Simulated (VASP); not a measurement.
Write the native input for VASP 6.6.1 that does the following.

| Quantity | Value |
| --- | --- |
| Task | single point |
| Functional | PBEsol |
| Potentials or basis | VASP PAW PBE potentials, release 64 (K_sv) |
| Cutoff | 520 eV |
| k mesh | 14 × 14 × 14 |
| Occupations | fermi-dirac, width 0.1 eV |
| Spin | no spin polarisation |
| Dipole correction | no |
| Further INCAR settings | ALGO = Normal; EDIFF = 1e-06; NBANDS = 10 |

The structure of K lies in POSCAR:

```
K
1.0
   -2.7130781682      2.7130781682      2.7130781682
    2.7130781682     -2.7130781682      2.7130781682
    2.7130781682      2.7130781682     -2.7130781682
K
1
Direct
    0.0000000000      0.0000000000      0.0000000000
```

The input as run:

INCAR

```
PREC = Accurate ; ENCUT = 520
EDIFF = 1E-6 ; ISMEAR = -1
SIGMA = 0.1 ; LREAL = False
LASPH = True ; NELM = 60
ALGO = Normal ; ISIF = 2
LWAVE = False ; LCHARG = False
GGA = PS ; NBANDS = 10
```

KPOINTS

```
regular mesh
0
Gamma
  14 14 14
```

Potentials or basis: VASP PAW PBE potentials, release 64 (K_sv).

Launch:

```console
$ cat potpaw_PBE.64/K_sv/POTCAR > POTCAR
$ mpirun -np 1 vasp_std > vasp.out
```

It gave:

```yaml
Pressure: -0.4 GPa
Band_gap_on_the_k_mesh: zero (an odd number of electrons rules out a gap without spin polarisation)
```

Caveat: the PAW data sets were made with another functional, which shifts forces and pressure a little.

It took 43 s on 1 thread of Intel(R) Xeon(R) Platinum 8488C (Sapphire Rapids), with other jobs on the host, peak memory 0.24 GiB.
